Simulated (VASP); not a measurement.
A run of VASP 6.6.1 is set up as follows.

File INCAR:

```
SYSTEM = Be4ZnSe
ALGO = Normal ; EDIFF = 1E-6
ENCUT = 600 ; GGA = PE
GGA_COMPAT = .False. ; ISIF = 2
ISMEAR = 0 ; LASPH = .True.
LCHARG = .False. ; LREAL = .False.
LWAVE = .False. ; NBANDS = 22
NELM = 120 ; PREC = Accurate
SIGMA = 0.2
```

KPOINTS

```
k-points
0
Gamma
  4 4 3
  0 0 0
```

File POSCAR:

```
Be4ZnSe
1.0
    3.7634246440      0.0000000025      0.0000000000
   -1.8817123242      3.2592213457      0.0000000000
    0.0000000000      0.0000000000      6.8351995207
Be Zn Se
4 1 1
Direct
    0.3333333333      0.6666666667      0.5000000000
    0.3333333333      0.6666666667      0.0000000000
    0.0000000000      0.0000000000      0.3540654698
    0.0000000000      0.0000000000      0.6459345302
    0.6666666667      0.3333333333      0.5000000000
    0.0000000000      0.0000000000      0.0000000000
```

Potentials or basis: VASP PAW PBE potentials, release 64 (Be, Zn, Se).

The run is started by

```sh
$ cat potpaw_PBE.64/Be/POTCAR potpaw_PBE.64/Zn/POTCAR potpaw_PBE.64/Se/POTCAR > POTCAR
$ mpirun -np 1 vasp_std > vasp.out
```

Problem. What does it give for the band gap on the k mesh?

Solution. Zero (band 13 reaches 6.03 eV, above the bottom of band 14 at 4.63 eV).

Problem. Estimate the pressure.

Solution. 0.1 GPa.

Problem. Predict the largest force.

Solution. 0.019 eV/Å.

Stress tensor (GPa, compression positive):
```
 0.14  0.00  0.00
 0.00  0.14  0.00
 0.00  0.00 -0.06
```

Caveat: the k points lie up to 0.48 Å⁻¹ apart.
